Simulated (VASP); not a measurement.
Write the native input for VASP 6.6.1 that does the following.

```
Task                   : relaxation of cell and atoms
Functional             : LDA
Potentials or basis    : VASP PAW LDA potentials, release 64 (Sc_sv)
Cutoff                 : 600 eV
k mesh                 : 6 × 6 × 4
Occupations            : gaussian, width 0.1 eV
Spin                   : no spin polarisation
Dipole correction      : no
Further INCAR settings : ALGO = Normal; EDIFF = 1e-07; IBRION = 2; EDIFFG = -0.003; NSW = 80; ISIF = 3
```

The structure of Sc lies in POSCAR:

```
Sc
1.0
    3.3100000000      0.0000000000      0.0000000000
   -1.6550000000      2.8665440900      0.0000000000
    0.0000000000      0.0000000000      5.2700000000
Sc
2
Direct
    0.3333333333      0.6666666667      0.2500000000
    0.6666666667      0.3333333333      0.7500000000
```

These files were run (other wordings do the same):

INCAR

```
PREC     = Accurate       # precision mode
ENCUT    = 600            # plane-wave cutoff, eV
EDIFF    = 1E-7           # SCF threshold, eV
ISMEAR   = 0              # smearing method
SIGMA    = 0.1            # smearing width, eV
LREAL    = False          # projectors in reciprocal space
LASPH    = True           # aspherical terms in the spheres
NELM     = 80             # most SCF steps
ALGO     = Normal         # electronic algorithm
ISIF     = 3              # what is computed and relaxed
LWAVE    = False          # write WAVECAR
LCHARG   = False          # write CHGCAR
GGA      = CA             # functional
IBRION   = 2              # ionic algorithm
NSW      = 80             # ionic steps
EDIFFG   = -0.003         # ionic threshold
```

KPOINTS

```
Automatic mesh
0
Gamma
  6 6 4
```

Potentials or basis: VASP PAW LDA potentials, release 64 (Sc_sv).

The run is started by

```sh
$ cat potpaw_LDA.64/Sc_sv/POTCAR > POTCAR
$ mpirun -np 1 vasp_std > vasp.out
```

It gave:

```
Relaxed volume                         : 22.58 Å³/atom
Relaxed cell                           : a = 3.240 Å, b = 3.240 Å, c = 4.969 Å, α = 90.00°, β = 90.00°, γ = 120.00°
Space group after relaxing (to 0.05 Å) : P6_3/mmc (No. 194)
Energy gained by relaxing              : 49.3 meV/atom
Ionic steps                            : 12
Pressure after relaxing                : 0.0 GPa
Band gap on the k mesh                 : zero (band 11 reaches 5.05 eV, above the bottom of band 12 at 3.35 eV)
```

Caveat: the k points lie up to 0.37 Å⁻¹ apart in the final cell.

Run time: 80 s on 1 thread of AMD EPYC 7R43 64-Core Processor (Zen 3), with other jobs on the host, peak memory 0.14 GiB.
